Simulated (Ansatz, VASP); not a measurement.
ZrNb2N4 in VASP and in Ansatz

```
CELL_PARAMETERS angstrom
3.66028 0.00000 0.00000
0.00000 4.28842 0.00000
0.00000 0.00000 6.35899
ATOMIC_POSITIONS crystal
Zr 0.00000 0.00000 0.63375
Nb 0.50000 0.00000 0.17312
Nb 0.50000 0.50000 0.84740
N 0.00000 0.50000 0.70993
N 0.50000 0.50000 0.15151
N 0.50000 0.00000 0.84149
N 0.00000 0.00000 0.30944
```

Change from the starting cell: species swapped into the Al2ZnSe4 type (Pm, No. 6).

Alike in both runs: functional PBE; k mesh 8 × 8 × 6; occupations gaussian, width 0.1 eV; no spin polarisation.

Ansatz relaxed the structure, and its values are those at the end. VASP's run is a single point on that final structure, the one shown.

|  | VASP | Ansatz |
| --- | --- | --- |
| version | VASP 6.6.1 | Ansatz 0.2.0 |
| potentials or method | VASP PAW PBE potentials, release 64 (Zr_sv, Nb_sv, N), cutoff 520 eV | scalar-relativistic, plane waves, PAW |
| valence electrons in the cell | 58 | 58 |

|  | VASP | Ansatz | Ansatz less VASP |
| --- | --- | --- | --- |
| gap on the k mesh at the Fermi level (eV) | none | none | - |
| pressure (GPa) | -0.2 | 0.0 | +0.21 |
| rms of the force components (eV/Å) | 0.011 | 0.002 | -0.0092 |

A gap of «none» marks a metal or a gap that the smearing closes.
